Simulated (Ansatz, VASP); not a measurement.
**One calculation of Ge, two programs**

```
Ge
1.0
     0.00000    2.83785    2.83785
     2.83785    0.00000    2.83785
     2.83785    2.83785    0.00000
Ge
2
Direct
  0.00000 0.00000 0.00000
  0.25000 0.25000 0.25000
```

Alike in both runs: task single point; functional PBEsol; k mesh 10 × 10 × 10; occupations gaussian, width 0.1 eV; no spin polarisation.

```csv
,VASP,Ansatz
version,VASP 6.6.1,Ansatz 0.2.0
potentials or method,"VASP PAW PBE potentials, release 64 (Ge_d), cutoff 520 eV","plane-wave PAW, scalar-relativistic"
valence electrons in the cell,28,28
```

```tsv
	VASP	Ansatz	Ansatz less VASP
pressure (GPa)	-0.4	0.0	+0.42
```

VASP's potentials were made for PBE, not for PBEsol, and Ansatz warns of the same on its side.
